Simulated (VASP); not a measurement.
# TiAl3: single point with PBEsol

TiAl3:

```
Ti Al
1.0
     2.83968    0.00000    0.00000
     0.00000    4.68126    0.00000
     0.00000    0.00000    4.90074
Ti Al
1 3
Direct
  0.00000 0.50000 0.16592
  0.50000 0.50000 0.66727
  0.50000 0.00000 0.33091
  0.00000 0.00000 0.83590
```

```yaml
Program: VASP 6.6.1
Task: single point
Functional: PBEsol
Potentials_or_basis: VASP PAW PBE potentials, release 64 (Ti_sv, Al)
Cutoff: 520 eV
k_mesh: 22 × 14 × 12
Occupations: gaussian, width 0.1 eV
Spin: no spin polarisation
```

- Pressure: -2.4 GPa
- Largest force: 0.047 eV/Å

Forces on the atoms (eV/Å):
```
Ti   0.000  0.000 -0.047
Al   0.000  0.000  0.002
Al   0.000  0.000 -0.002
Al   0.000  0.000  0.047
```

Stress tensor (GPa, compression positive):
```
-3.65  0.00  0.00
 0.00 -1.80  0.00
 0.00  0.00 -1.68
```

Levels at points of the mesh, in eV from the Fermi level:
```
           k point  band 9  band 10  band 11  band 12  band 13  band 14
(0.00, 0.00, 0.00)   -2.62    -0.76    -0.36     2.34     2.41     2.72
(0.50, 0.00, 0.00)   -1.72     0.38     0.60     0.75     1.38     1.54
(0.00, 0.50, 0.00)   -1.99    -1.46    -0.13     2.25     2.35     2.67
(0.50, 0.50, 0.00)   -1.66    -0.47    -0.30     0.79     1.15     1.34
(0.00, 0.00, 0.50)   -2.09    -1.03    -0.27     2.23     2.28     2.42
(0.50, 0.00, 0.50)   -1.30    -0.18    -0.11     0.58     1.22     1.96
(0.00, 0.50, 0.50)   -0.15    -0.02     0.76     2.26     2.28     3.72
(0.50, 0.50, 0.50)   -2.75    -2.74    -0.77    -0.19     1.04     2.07
```

Run time: 37 min on 1 thread of Oxide Virtual Turin-like Processor, with other jobs on the host, peak memory 0.73 GiB.

Caveat: the PAW data sets were made with another functional, which shifts forces and pressure a little.
